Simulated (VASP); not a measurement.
Wanted: the native input for a VASP 6.6.1 run.

```yaml
Task: single point
Functional: LDA
Potentials_or_basis: VASP PAW LDA potentials, release 64 (Ba_sv, N, F)
Cutoff: 520 eV
k_mesh: 6 × 6 × 6
Occupations: gaussian, width 0.01 eV
Spin: non-collinear spin, zero start, spin-orbit coupling
Starting_moments: "[[0.0, 0.0, 0.0], [0.0, 0.0, 0.0], [0.0, 0.0, 0.0], [0.0, 0.0, 0.0]] μB"
Dipole_correction: no
Further_INCAR_settings: ALGO = Normal; EDIFF = 1e-06; NBANDS = 46
```

The structure of Ba2NF lies in POSCAR:

```
Ba2NF
1.0
    2.0108220000      1.1609490000      6.6751030000
   -2.0108220000      1.1609490000      6.6751030000
    0.0000000000     -2.3218980000      6.6751030000
Ba N F
2 1 1
Direct
    0.7576400000      0.7576400000      0.7576400000
    0.2423600000      0.2423600000      0.2423600000
    0.5000000000      0.5000000000      0.5000000000
    0.0000000000      0.0000000000      0.0000000000
```

One way to write it, as run:

INCAR

```
SYSTEM = Ba2NF
PREC = Accurate
ENCUT = 520
EDIFF = 1E-6
ISMEAR = 0
SIGMA = 0.01
LREAL = .False.
LASPH = .True.
NELM = 150
ALGO = Normal
ISIF = 2
LWAVE = .False.
LCHARG = .False.
MAGMOM = 0 0 0 0 0 0 0 0 0 0 0 0
LORBIT = 11
LSORBIT = .True.
GGA_COMPAT = .False.
LORBMOM = .True.
GGA = CA
NBANDS = 46
```

KPOINTS

```
Automatic mesh
0
Gamma
  6 6 6
  0 0 0
```

Potentials or basis: VASP PAW LDA potentials, release 64 (Ba_sv, N, F).

The run is started by

```sh
$ cat potpaw_LDA.64/Ba_sv/POTCAR potpaw_LDA.64/N/POTCAR potpaw_LDA.64/F/POTCAR > POTCAR
$ mpirun -np 1 vasp_ncl > vasp.out
```

Results of the run:

| Property | Result |
| --- | --- |
| Pressure | -3.5 GPa |
| Largest force | 0.071 eV/Å |
| Net moment | 0.00 μB per cell |
| Valence electrons inside the program's atomic spheres | Ba 7.99; N 3.51; F 6.03 |

Wall time 14 min on 1 thread of Intel(R) Xeon(R) Platinum 8259CL CPU @ 2.50GHz (Skylake/Cascade Lake) (shared host), peak memory 0.81 GiB.
